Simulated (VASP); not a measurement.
A run of VASP 6.6.1 is set up as follows.

The input INCAR:

```
  ALGO = Normal
  EDIFF = 1E-7
  ENCUT = 520
  GGA = PS
  ISIF = 2
  ISMEAR = 0
  LASPH = True
  LCHARG = False
  LREAL = Auto
  LWAVE = False
  NBANDS = 83
  NELM = 100
  PREC = Accurate
  SIGMA = 0.02
```

KPOINTS

```
Automatic mesh
0
Gamma
  2 2 2
  0.5 0.5 0.5
```

The input POSCAR:

```
Si
1.0
   -5.4338342764      5.4338342764     -5.4338342764
    5.4338342764     -5.4338342764     -5.4338342764
   -5.4338342764     -5.4338342764      5.4338342764
Si
31
Direct
    0.4999997905      0.0000000920      0.2009979408
    0.2542655756      1.0000002252      0.4965917919
    0.9989914532      1.0000003172      0.7511136322
    0.7483611559      0.7491742098      0.2494516636
    0.7390314639      0.9999993970      1.0057383464
    0.5000002506      0.7542656422      0.4965918839
    0.2609678411      0.7609679077      0.7667062130
    0.0010084960      0.5010083785      0.2521220616
    1.0008130030      0.7516388598      1.0010908915
    0.7508260820      0.4991871047      0.5002777710
    0.5000004346      0.4989914786      0.7511137242
    0.2491741432      0.2483612733      0.2494518476
    0.2516388853      0.5008129364      0.0010908503
    0.9991869873      0.2508259234      0.5002774950
    0.7457345576      0.2457344910      0.7423265589
    0.4999993305      0.2390313973      0.0057385813
    0.7400150235      0.2400151410      0.4829551964
    0.4999998826      0.2458951510      0.7543768896
    0.2511884667      0.2486367694      0.0009340550
    0.0019220314      0.0000000920      0.4991829640
   -0.0025524334      0.2488108638      0.2497449188
    0.7458954016     -0.0000000920      0.7543769816
    0.2541050076      0.7541049821      0.5084812785
    0.2599848336      0.0000000000      0.2429403314
    0.0025520653      0.7513638238      0.7522978788
    0.7486369280      0.7511887173      0.0009339630
    0.5000001586      0.5019220059      0.4991830560
    0.4999999746      0.7599849922      0.2429401474
    0.2513638493      0.5025520399      0.7522978788
   -0.0019217553      0.4980781272     -0.0027388579
    0.7488112064      0.4974477252      0.2497452868
```

Potentials or basis: VASP PAW PBE potentials, release 64 (Si).

Launch:

```console
$ cat potpaw_PBE.64/Si/POTCAR > POTCAR
$ mpirun -np 1 vasp_std > vasp.out
```

Task: Estimate the band gap on the k mesh.

Result: Zero (band 62 reaches 5.82 eV, above the bottom of band 63 at 5.63 eV).

Task: Estimate the pressure.

Result: -2.0 GPa.

Task: Estimate the largest force.

Result: 0.204 eV/Å.

Forces in eV/Å, atoms in the order of the input:
```
Si  -0.118 -0.118  0.118
Si   0.006 -0.008  0.008
Si   0.003  0.008 -0.008
Si  -0.001  0.011 -0.003
Si   0.023  0.024 -0.024
Si  -0.008  0.006  0.008
Si   0.024  0.024 -0.023
Si   0.008  0.008 -0.003
Si   0.011  0.003  0.001
Si   0.003 -0.001 -0.011
Si   0.008  0.003 -0.008
Si   0.011 -0.001 -0.003
Si   0.003  0.011  0.001
Si  -0.001  0.003 -0.011
Si  -0.008 -0.008 -0.006
Si   0.024  0.023 -0.024
Si  -0.037 -0.037 -0.007
Si   0.016  0.001 -0.016
Si   0.001  0.007 -0.008
Si   0.010  0.001 -0.001
Si   0.007  0.008 -0.001
Si   0.001  0.016 -0.016
Si   0.016  0.016 -0.001
Si   0.007 -0.037  0.037
Si   0.001  0.008 -0.007
Si   0.007  0.001 -0.008
Si   0.001  0.010 -0.001
Si  -0.037  0.007  0.037
Si   0.008  0.001 -0.007
Si   0.001  0.001 -0.010
Si   0.008  0.007 -0.001
```

Caveat: the k points lie up to 0.41 Å⁻¹ apart; the PAW data sets were made with another functional, which shifts forces and pressure a little.
